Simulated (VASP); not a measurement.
# SrTiO3 (Pm-3m) in VASP: a series of runs, part 2 of 2

VASP 6.6.1.

## 3. Single point, PBE

Contents of INCAR:

```
PREC = Accurate ; ENCUT = 520
EDIFF = 1E-6 ; ISMEAR = 0
SIGMA = 0.05 ; LREAL = False
LASPH = True ; NELM = 60
ALGO = Normal ; ISIF = 2
LWAVE = False ; LCHARG = False
GGA = PE ; NBANDS = 28
```

Contents of KPOINTS:

```
Automatic mesh
0
Gamma
  6 6 6
```

Contents of POSCAR:

```
SrTiO3
1.0
    3.9050012542      0.0000000000      0.0000000000
    0.0000000000      3.9050012542      0.0000000000
    0.0000000000      0.0000000000      3.9050012542
Sr Ti O
1 1 3
Direct
    0.0000000000      0.0000000000      0.0000000000
    0.5000000000      0.5000000000      0.5000000000
    0.0000000000      0.5000000000      0.5000000000
    0.5000000000      0.5000000000      0.0000000000
    0.5000000000      0.0000000000      0.5000000000
```

Potentials or basis: VASP PAW PBE potentials, release 64 (Sr_sv, Ti_sv, O).

Launch:

```bash
$ cat potpaw_PBE.64/Sr_sv/POTCAR potpaw_PBE.64/Ti_sv/POTCAR potpaw_PBE.64/O/POTCAR > POTCAR
$ mpirun -np 1 vasp_std > vasp.out
```

OUTCAR:

```text
PREC = Accurate
   ENCUT = 520
   EDIFF = 1E-6
   ISMEAR = 0
   LREAL = False
   LASPH = True
   NELM = 60
   ISIF = 2
   GGA = PE

 ion  position               nearest neighbor table
   1  0.000  0.000  0.000-   3 2.76   4 2.76   5 2.76   3 2.76   5 2.76   3 2.76   4 2.76   3 2.76
                             4 2.76   5 2.76   5 2.76   4 2.76   2 3.38   2 3.38   2 3.38   2 3.38
   2  0.500  0.500  0.500-   3 1.95   4 1.95   5 1.95   4 1.95   5 1.95   3 1.95   1 3.38   1 3.38
                             1 3.38   1 3.38   1 3.38   1 3.38   1 3.38   1 3.38
   3  0.000  0.500  0.500-   2 1.95   2 1.95   1 2.76   1 2.76   1 2.76   1 2.76
   4  0.500  0.500  0.000-   2 1.95   2 1.95   1 2.76   1 2.76   1 2.76   1 2.76
[... 820 lines left out ...]
  Total        1.8566223      1.8566223      1.8566223      0.0000000     -0.0000000      0.0000000
  in kB       49.9540391     49.9540391     49.9540391      0.0000000     -0.0000000      0.0000000
  external PRESSURE =      49.9540391 kB  Pullay stress =       0.0000000 kB

 VOLUME and BASIS-vectors are now :
 -----------------------------------------------------------------------------
  energy-cutoff  :      520.00
  volume of cell :       59.55
      direct lattice vectors                 reciprocal lattice vectors
     3.905001254  0.000000000  0.000000000     0.256081864  0.000000000  0.000000000
     0.000000000  3.905001254  0.000000000     0.000000000  0.256081864  0.000000000
     0.000000000  0.000000000  3.905001254     0.000000000  0.000000000  0.256081864

 POSITION                                       TOTAL-FORCE (eV/Angst)
 -----------------------------------------------------------------------------------
      0.00000      0.00000      0.00000         0.000000      0.000000      0.000000
      1.95250      1.95250      1.95250         0.000000      0.000000      0.000000
      0.00000      1.95250      1.95250         0.000000      0.000000      0.000000
      1.95250      1.95250      0.00000         0.000000      0.000000      0.000000
      1.95250      0.00000      1.95250         0.000000      0.000000      0.000000
 -----------------------------------------------------------------------------------
    total drift:                                0.000000      0.000000     -0.000000

  FREE ENERGIE OF THE ION-ELECTRON SYSTEM (eV)
  ---------------------------------------------------
  free  energy   TOTEN  =       -40.0759378846 eV

  energy  without entropy=      -40.0759378846  energy(sigma->0) =      -40.07593788
```

OSZICAR:

```text
N       E                     dE             d eps       ncg     rms          rms(c)
DAV:   1     0.433993215024E+03    0.43399E+03   -0.21586E+04  1120   0.159E+03
DAV:   2    -0.464775788479E+01   -0.43864E+03   -0.41836E+03  1288   0.439E+02
DAV:   3    -0.481615219997E+02   -0.43514E+02   -0.43195E+02  1548   0.135E+02
DAV:   4    -0.502975877711E+02   -0.21361E+01   -0.21319E+01  1704   0.250E+01
DAV:   5    -0.503616703778E+02   -0.64083E-01   -0.64072E-01  1528   0.352E+00    0.266E+01
DAV:   6    -0.401175175178E+02    0.10244E+02   -0.52757E+01  1556   0.646E+01    0.147E+01
DAV:   7    -0.401526487584E+02   -0.35131E-01   -0.76815E+00  1452   0.209E+01    0.110E+01
DAV:   8    -0.401317109537E+02    0.20938E-01   -0.13595E+00  1356   0.122E+01    0.288E+00
DAV:   9    -0.400874835423E+02    0.44227E-01   -0.31484E-01  1424   0.502E+00    0.118E+00
DAV:  10    -0.400814923088E+02    0.59912E-02   -0.93573E-02  1392   0.219E+00    0.683E-01
DAV:  11    -0.400759522168E+02    0.55401E-02   -0.24055E-02  1740   0.142E+00    0.124E-01
DAV:  12    -0.400759437761E+02    0.84407E-05   -0.13788E-03  1388   0.372E-01    0.106E-01
DAV:  13    -0.400759435628E+02    0.21335E-06   -0.19983E-04  1756   0.132E-01    0.332E-02
DAV:  14    -0.400759437558E+02   -0.19298E-06   -0.17685E-04  1288   0.787E-02    0.308E-02
DAV:  15    -0.400759385209E+02    0.52349E-05   -0.54978E-05  1568   0.689E-02    0.129E-02
DAV:  16    -0.400759378846E+02    0.63627E-06   -0.43418E-06  1080   0.239E-02
   1 F= -.40075938E+02 E0= -.40075938E+02  d E =-.158556E-21
```

stdout:

```text
POSCAR found type information on POSCAR SrTiO
 POSCAR found :  3 types and       5 ions
 scaLAPACK will be used
 LDA part: xc-table for (Slater+PW92), standard interpolation
 POSCAR, INCAR and KPOINTS ok, starting setup
 FFT: planning ... GRIDC
 FFT: planning ... GRID_SOFT
 FFT: planning ... GRID
 WAVECAR not read
 entering main loop
```

Wall time 17 s (1 thread of Intel Xeon 6975P-C (Granite Rapids), shared host); peak memory 0.18 GiB.

Results:

- Free energy: -40.0759 eV
- Pressure: 5.0 GPa
- Band gap on the k mesh: 1.85 eV, indirect (least direct gap 2.21 eV)

Levels at points of the mesh, in eV from the valence-band top:
```tsv
k point	band 16	band 17	band 18	band 19	band 20	band 21	band 22	band 23	band 24	band 25
(0.00, 0.00, 0.00)	-1.17	-1.17	-0.36	-0.36	-0.36	1.85	1.85	1.85	4.30	4.30
(0.50, 0.00, 0.00)	-2.35	-2.35	-1.99	-0.73	-0.73	2.02	3.78	3.78	4.32	6.52
(0.50, 0.50, 0.00)	-2.86	-1.72	-1.57	-1.57	-0.09	3.79	3.79	4.24	5.29	7.89
(0.50, 0.50, 0.50)	-3.74	-3.74	0.00	0.00	0.00	4.46	4.46	4.46	6.94	6.94
```

A k mesh can miss the band edges. As with any semilocal functional, this PBE gap is likely too small.

## 4. Single point, PBE0+D4

POSCAR is that of step 3.

Contents of INCAR.step1:

```
PREC     = Accurate       # precision mode
ENCUT    = 520            # plane-wave cutoff, eV
EDIFF    = 1E-5           # SCF threshold, eV
ISMEAR   = 0              # smearing method
SIGMA    = 0.05           # smearing width, eV
LREAL    = F              # projectors in reciprocal space
LASPH    = T              # aspherical terms in the spheres
NELM     = 80             # most SCF steps
ALGO     = Normal         # electronic algorithm
ISIF     = 2              # what is computed and relaxed
LWAVE    = T              # write WAVECAR
NBANDS   = 28             # bands
GGA      = PE             # functional
```

Contents of INCAR.step2:

```
PREC     = Accurate       # precision mode
ENCUT    = 520            # plane-wave cutoff, eV
EDIFF    = 1E-6           # SCF threshold, eV
ISMEAR   = 0              # smearing method
SIGMA    = 0.05           # smearing width, eV
LREAL    = F              # projectors in reciprocal space
LASPH    = T              # aspherical terms in the spheres
NELM     = 80             # most SCF steps
ALGO     = Normal         # electronic algorithm
ISIF     = 2              # what is computed and relaxed
LWAVE    = F              # write WAVECAR
LCHARG   = T              # write CHGCAR
GGA      = PE             # functional
LHFCALC  = T              # exact exchange
AEXX     = 0.25           # exact-exchange fraction
PRECFOCK = Fast         
IVDW     = 13             # dispersion correction
LELF     = T              # ELF
LVHAR    = T            
NBANDS   = 28             # bands
ISTART   = 1
```

Contents of KPOINTS:

```
regular mesh
0
Gamma
  4 4 4
```

Launch:

```bash
$ cat potpaw_PBE.64/Sr_sv/POTCAR potpaw_PBE.64/Ti_sv/POTCAR potpaw_PBE.64/O/POTCAR > POTCAR
$ cp INCAR.step1 INCAR
$ mpirun -np 1 vasp_std > vasp.out
$ cp INCAR.step2 INCAR
$ mpirun -np 1 vasp_std > vasp.out
```

Wall time 10 min (1 thread of Intel Xeon Platinum 8488C (Sapphire Rapids), shared host); peak memory 0.18 GiB.

The run converged. Its results:

* Free energy: -52.2927 eV
* Pressure: -3.8 GPa
* Band gap on the k mesh: 4.05 eV, indirect (least direct gap 4.43 eV)
* Dispersion energy per atom: -0.184 eV

Levels at points of the mesh, in eV from the valence-band top:
| k point | band 18 | band 19 | band 20 | band 21 | band 22 | band 23 |
| --- | --- | --- | --- | --- | --- | --- |
| (0.00, 0.00, 0.00) | -0.37 | -0.37 | -0.37 | 4.05 | 4.05 | 4.05 |
| (0.50, 0.00, 0.00) | -2.10 | -0.80 | -0.80 | 4.25 | 6.20 | 6.20 |
| (0.50, 0.50, 0.00) | -1.71 | -1.71 | -0.10 | 6.21 | 6.21 | 6.78 |
| (0.50, 0.50, 0.50) | 0.00 | 0.00 | 0.00 | 7.02 | 7.02 | 7.02 |

Caveat: the PAW data sets were made with another functional, which shifts forces and pressure a little.

## 5. The runs side by side

| level | k mesh | grid for exact exchange (PRECFOCK) | gap on the mesh (eV) | pressure (GPa) |
| --- | --- | --- | --- | --- |
| PBE | 4 × 4 × 4 | - | 1.84 | 5.0 |
| PBE | 6 × 6 × 6 | - | 1.85 | 5.0 |
| PBE0+D4 | 4 × 4 × 4 | Fast | 4.05 | -3.8 |

Alike in all rows: task single point; potentials or basis VASP PAW PBE potentials, release 64 (Sr_sv, Ti_sv, O); no spin polarisation; cell as given; cutoff (eV) 520; smearing gaussian 0.05 eV.

On the cell as given the gap runs from 1.84 eV (PBE) to 4.05 eV (PBE0+D4); the meshes differ, which moves gaps too. The pressure there spans -3.8 GPa (PBE0+D4) to 5.0 GPa (PBE); a positive pressure means that this level wants a larger cell, a negative one a smaller.

Caveats: the PAW data sets were made with another functional, which shifts forces and pressure a little (some runs).

Total energies depend on the potentials used, so only differences within one code and one set of settings carry meaning.
